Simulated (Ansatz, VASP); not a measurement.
One calculation of SiC, two programs

Contents of INCAR:

```
SYSTEM = SiC
ALGO = Normal ; EDIFF = 1E-8
ENCUT = 520 ; GGA = PE
ISIF = 2 ; ISMEAR = -1
LASPH = .TRUE. ; LCHARG = .FALSE.
LEFG = .TRUE. ; LREAL = .FALSE.
LWAVE = .FALSE. ; NBANDS = 36
NELM = 60 ; PREC = Accurate
SIGMA = 0.02
```

KPOINTS

```
k-points
0
G
  10 10 2
  0 0 0
```

Contents of POSCAR:

```
SiC
1.0
    1.5181015045     -2.6314482833      0.0000000000
    1.5181015045      2.6314482833      0.0000000000
    0.0000000000      0.0000000000     14.9175249467
Si C
6 6
Direct
    0.1666620629      0.8333379371      0.8577214520
    0.8333379371      0.1666620629      0.3577214520
    0.5001149255      0.4998850745      0.5245066742
    0.4998850745      0.5001149255      0.0245066742
    0.8334420064      0.1665579936      0.6912249935
    0.1665579936      0.8334420064      0.1912249935
    0.5001800041      0.4998199959      0.6498136389
    0.4998199959      0.5001800041      0.1498136389
    0.1666200943      0.8333799057      0.9826819952
    0.8333799057      0.1666200943      0.4826819952
    0.8333969748      0.1666030252      0.8161912462
    0.1666030252      0.8333969748      0.3161912462
```

Input for Ansatz:

```yaml
crystal:
  lattice:
    - [1.5181015045, -2.6314482833, 0.0]
    - [1.5181015045, 2.6314482833, 0.0]
    - [0.0, 0.0, 14.9175249467]
  atoms:
    - { symbol: Si, position: [0.1666620629, 0.8333379371, 0.857721452] }
    - { symbol: Si, position: [0.8333379371, 0.1666620629, 0.357721452] }
    - { symbol: Si, position: [0.5001149255, 0.4998850745, 0.5245066742] }
    - { symbol: Si, position: [0.4998850745, 0.5001149255, 0.0245066742] }
    - { symbol: Si, position: [0.8334420064, 0.1665579936, 0.6912249935] }
    - { symbol: Si, position: [0.1665579936, 0.8334420064, 0.1912249935] }
    - { symbol: C, position: [0.5001800041, 0.4998199959, 0.6498136389] }
    - { symbol: C, position: [0.4998199959, 0.5001800041, 0.1498136389] }
    - { symbol: C, position: [0.1666200943, 0.8333799057, 0.9826819952] }
    - { symbol: C, position: [0.8333799057, 0.1666200943, 0.4826819952] }
    - { symbol: C, position: [0.8333969748, 0.1666030252, 0.8161912462] }
    - { symbol: C, position: [0.1666030252, 0.8333969748, 0.3161912462] }
kpoints:
  mp_grid: { grid: [10, 10, 2] }
scf:
  occupations: { method: fermi_dirac, width: 0.02 }
hamiltonian:
  xc: pbe
  pseudopotentials: { kind: paw, frozen_core: stored }
output:
  forces: true
  stress: true
  populations: true
  efg: {}
```

Change from the starting cell: volume scaled by 0.96.

Alike in both runs: task electric field gradients; functional PBE; k mesh 10 × 10 × 2; occupations fermi-dirac, width 0.02 eV; no spin polarisation.

|  | VASP | Ansatz |
| --- | --- | --- |
| version | VASP 6.6.1 | Ansatz 0.2.0 |
| potentials or method | VASP PAW PBE potentials, release 64 (Si, C) | plane-wave PAW, scalar-relativistic |
| plane-wave cutoff (eV) | 520 | 420 |
| valence electrons in the cell | 48 | 48 |

|  | VASP | Ansatz | Ansatz less VASP |
| --- | --- | --- | --- |
| gap on the k mesh at the Fermi level (eV) | 2.00 | 2.01 | +0.002 |
| pressure (GPa) | 13.1 | 13.2 | +0.08 |
| traceless stress, the component that is largest in VASP (GPa) | -0.41 | -0.42 | -0.004 |
| rms of the force components (eV/Å) | 0.004 | 0.004 | +0.0003 |
| size of Vzz on the site where it differs most (V/Å²) | 2.7 | 2.5 | -0.23 |

Atom by atom the forces differ by 0.000 eV/Å (rms over components). With one functional, cell and mesh, what is left measures potentials, basis and numerics.
